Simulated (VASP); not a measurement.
A run of VASP 6.6.1 is set up as follows.

Contents of INCAR:

```
ALGO = Normal ; EDIFF = 1E-7
EDIFFG = -0.03 ; ENCUT = 600
GGA = PE ; GGA_COMPAT = F
IBRION = 2 ; ISIF = 3
ISMEAR = 0 ; LASPH = T
LCHARG = F ; LREAL = F
LWAVE = F ; NELM = 120
NELMIN = 4 ; NSW = 80
PREC = Accurate ; SIGMA = 0.02
```

KPOINTS

```
k-points
0
Gamma
  18 18 18
```

The input POSCAR:

```
C
1.0
    0.0000000000      2.0600000000      2.0600000000
    2.0600000000      0.0000000000      2.0600000000
    2.0600000000      2.0600000000      0.0000000000
C
2
Direct
    1.0000000000      1.0000000000      1.0000000000
    0.2500000000      0.2500000000      0.2500000000
```

Potentials or basis: VASP PAW PBE potentials, release 64 (C).

Command:

```sh
$ cat potpaw_PBE.64/C/POTCAR > POTCAR
$ mpirun -np 1 vasp_std > vasp.out
```

Task: Predict the relaxed volume.

Result: 5.69 Å³/atom.

Task: Predict the band gap on the k mesh.

Result: 4.14 eV (least direct gap 5.58 eV).

Task: Predict the relaxed cell.

Result: a = 2.525 Å, b = 2.525 Å, c = 2.525 Å, α = 60.00°, β = 60.00°, γ = 60.00°.

The path:
```csv
step,energy change (eV),largest force (eV/Å),pressure (GPa),volume (Å³)
1,0.0000,0.0000,-80.12,17.48
2,-0.7489,0.0000,204.28,8.59
3,-2.1829,0.0000,-6.60,11.57
4,-2.1864,0.0000,-1.62,11.43
5,-2.1862,0.0000,2.38,11.33
6,-2.1861,0.0000,-2.53,11.46
7,-2.1866,0.0000,0.01,11.39
```

Caveat: the volume moved by over 15 % at a fixed basis, so the end points are rough. A k mesh can miss the band edges.
